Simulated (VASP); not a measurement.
Cu: single point with PBEsol

The system is Cu.

```xyz
1
Lattice="11.5703 0.0000 0.0000 0.0000 2.2382 0.0000 -4.5956 0.0000 21.7434" Properties=species:S:1:pos:R:3 pbc="T T T"
Cu    3.4873    1.1191   10.8717
```

- Program: VASP 6.6.1
- Task: single point
- Functional: PBEsol
- Potentials or basis: VASP PAW PBE potentials, release 64 (Cu)
- Cutoff: 520 eV
- k mesh: 3 × 15 × 2
- Occupations: fermi-dirac, width 0.05 eV
- Spin: no spin polarisation
- Dipole correction: no
- Further INCAR settings: ALGO = Normal; EDIFF = 1e-06; NBANDS = 12

The pressure is 0.0 GPa. The band gap on the k mesh is zero (an odd number of electrons rules out a gap without spin polarisation).

Stress tensor (GPa, compression positive):
```
0.00 0.00 0.00
0.00 0.10 0.00
0.00 0.00 0.00
```

Levels at points of the mesh, in eV from the Fermi level:
```
           k point  band 2  band 3  band 4  band 5  band 6  band 7  band 8  band 9  band 10  band 11
(0.00, 0.00, 0.00)   -1.17   -0.95   -0.95   -0.07   -0.07    2.93    2.94    5.08     5.48     5.56
(0.00, 0.00, 0.50)   -1.17   -0.95   -0.95   -0.07   -0.07    2.93    2.94    5.10     5.33     5.79
```

It took 3 min on 1 thread of AMD EPYC 9R45 96-Core Processor (Zen 5), on a shared host, peak memory 0.66 GiB.

Caveat: the PAW data sets were made with another functional, which shifts forces and pressure a little.
